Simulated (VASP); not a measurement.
Write the native input for VASP 6.6.1 that does the following.

```yaml
Task: relaxation of cell and atoms
Functional: PBEsol
Dispersion: D4
Potentials_or_basis: VASP PAW PBE potentials, release 64 (Gd)
Cutoff: 600 eV
k_mesh: 7 × 7 × 7
Occupations: methfessel-paxton, width 0.1 eV
Spin: non-collinear spin, typed start
Starting_moments: "[[0.0, 0.0, 7.0]] μB"
Hubbard_terms: Gd f U = 3.0 eV
Dipole_correction: no
Further_INCAR_settings: ALGO = Normal; EDIFF = 1e-06; IBRION = 2; EDIFFG = -0.005; NSW = 80; ISIF = 3
```

The structure of Gd lies in POSCAR:

```
Gd
1.0
   -2.0250000000      2.0250000000      2.0250000000
    2.0250000000     -2.0250000000      2.0250000000
    2.0250000000      2.0250000000     -2.0250000000
Gd
1
Direct
    0.0000000000      0.0000000000      0.0000000000
```

This isn't the form of Gd at room conditions, which is hcp.

The input as run:

INCAR

```
SYSTEM = Gd
PREC = Accurate ; ENCUT = 600
EDIFF = 1E-6 ; ISMEAR = 1
SIGMA = 0.1 ; LREAL = .False.
LASPH = .True. ; NELM = 150
ALGO = Normal ; ISIF = 3
LWAVE = .False. ; LCHARG = .False.
LNONCOLLINEAR = .True. ; MAGMOM = 0 0 7
LORBIT = 11 ; LMAXMIX = 6
LDAU = .True. ; LDAUTYPE = 2
LDAUL = 3 ; LDAUU = 3
LDAUJ = 0 ; LDAUPRINT = 1
GGA = PS ; IVDW = 13
IBRION = 2 ; NSW = 80
EDIFFG = -0.005
```

KPOINTS

```
regular mesh
0
Gamma
  7 7 7
  0 0 0
```

Potentials or basis: VASP PAW PBE potentials, release 64 (Gd).

Command:

```sh
$ cat potpaw_PBE.64/Gd/POTCAR > POTCAR
$ mpirun -np 1 vasp_ncl > vasp.out
```

Results of the run:

```json
{
 "Relaxed volume": "30.23 Å³/atom",
 "Relaxed cell": "a = 3.399 Å, b = 3.399 Å, c = 3.399 Å, α = 109.47°, β = 109.47°, γ = 109.48°",
 "Space group after relaxing (to 0.1 Å)": "Im-3m (No. 229)",
 "Energy gained by relaxing": "17.3 meV/atom",
 "Ionic steps": "9",
 "Pressure after relaxing": "0.0 GPa",
 "Band gap on the k mesh": "zero (bands 18 and 19 overlap by 2.48 eV)",
 "Net moment": "7.64 μB per cell",
 "Valence electrons inside the program's atomic spheres": "Gd 15.21",
 "Dispersion energy per atom": "-0.185 eV"
}
```

Caveat: the PAW data sets were made with another functional, which shifts forces and pressure a little; spin-orbit coupling is left out, which moves the levels of the heavy elements.

Run time: 22 min on 1 thread of Intel(R) Xeon(R) Platinum 8488C (Sapphire Rapids) (shared host), peak memory 0.35 GiB.
